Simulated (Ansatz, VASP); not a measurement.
## InAs in VASP and in Ansatz

INCAR

```
SYSTEM = InAs
PREC = Accurate
ENCUT = 520
EDIFF = 1E-6
ISMEAR = 0
SIGMA = 0.15
LREAL = .FALSE.
LASPH = .TRUE.
NELM = 100
ALGO = Normal
ISIF = 2
LWAVE = .FALSE.
LCHARG = .FALSE.
GGA = PE
NBANDS = 16
```

File KPOINTS:

```
Automatic mesh
0
G
  18 18 18
  0 0 0
```

Contents of POSCAR:

```
InAs
1.0
    0.0000000000      3.0933796600      3.0933796600
    3.0933796600      0.0000000000      3.0933796600
    3.0933796600      3.0933796600      0.0000000000
In As
1 1
Direct
    0.0000000000      0.0000000000      0.0000000000
    0.7500000000      0.7500000000      0.7500000000
```

Input for Ansatz:

```yaml
crystal:
  lattice:
    - [0.0, 3.09337966, 3.09337966]
    - [3.09337966, 0.0, 3.09337966]
    - [3.09337966, 3.09337966, 0.0]
  atoms:
    - { symbol: In, position: [0.0, 0.0, 0.0] }
    - { symbol: As, position: [0.75, 0.75, 0.75] }
basis:
  ecutwfc: 420
kpoints:
  mp_grid: { grid: [18, 18, 18] }
hamiltonian:
  xc: pbe
scf:
  occupations: { method: gaussian, width: 0.15 }
output:
  forces: true
  stress: true
  eigenvalues: true
  write_density: true
  write_potential: true
  elf: true
  volumetric_format: npy
```

Alike in both runs: task single point; functional PBE; k mesh 18 × 18 × 18; occupations gaussian, width 0.15 eV; no spin polarisation.

```csv
,VASP,Ansatz
version,VASP 6.6.1,Ansatz 0.2.0
potentials or method,"VASP PAW PBE potentials, release 64 (In_d, As), cutoff 520 eV","scalar-relativistic, plane waves, PAW"
valence electrons in the cell,18,28
```

|  | VASP | Ansatz | Ansatz less VASP |
| --- | --- | --- | --- |
| gap on the k mesh at the Fermi level (eV) | none | none | - |
| pressure (GPa) | 0.0 | 0.0 | -0.04 |

A gap of «none» marks a metal or a gap that the smearing closes. The functional is the same, so the differences come from potentials, cutoffs and numerics. VASP's potentials hold 18 valence electrons a cell and Ansatz's 28, so a difference there can come from the potentials and not from the codes.
